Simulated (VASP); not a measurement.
Set up this calculation in VASP 6.6.1, as the native input.

```
Task                   : single point
Functional             : LDA
Potentials or basis    : VASP PAW LDA potentials, release 64 (Ti_sv, O)
Cutoff                 : 520 eV
k mesh                 : 6 × 6 × 10
Occupations            : fermi-dirac, width 0.05 eV
Spin                   : no spin polarisation
Dipole correction      : no
Further INCAR settings : ALGO = Normal; EDIFF = 1e-07; NBANDS = 33
```

The structure of TiO2 lies in POSCAR:

```
TiO2
1.0
    4.5481613724      0.0000000000      0.0000000000
    0.0000000000      4.5481613724      0.0000000000
    0.0000000000      0.0000000000      2.9171283911
Ti O
2 4
Direct
    0.0000000000      0.0000000000      0.0000000000
    0.5000000000      0.5000000000      0.5000000000
    0.3039661197      0.3039661197      0.0000000000
    0.1960338803      0.8039661197      0.5000000000
    0.6960338803      0.6960338803      0.0000000000
    0.8039661197      0.1960338803      0.5000000000
```

These files were run (other wordings do the same):

INCAR

```
PREC = Accurate
ENCUT = 520
EDIFF = 1E-7
ISMEAR = -1
SIGMA = 0.05
LREAL = F
LASPH = T
NELM = 80
ALGO = Normal
ISIF = 2
LWAVE = F
LCHARG = T
GGA = CA
LELF = T
LVHAR = T
NBANDS = 33
```

KPOINTS

```
regular mesh
0
Gamma
  6 6 10
```

Potentials or basis: VASP PAW LDA potentials, release 64 (Ti_sv, O).

Launch:

```bash
$ cat potpaw_LDA.64/Ti_sv/POTCAR potpaw_LDA.64/O/POTCAR > POTCAR
$ mpirun -np 1 vasp_std > vasp.out
```

It gave:

```
Pressure               : 1.3 GPa
Largest force          : 0.038 eV/Å
Band gap on the k mesh : 1.83 eV
```

It took 2.1 min on 1 thread of Intel Xeon 8259CL, on a shared host, peak memory 0.22 GiB.
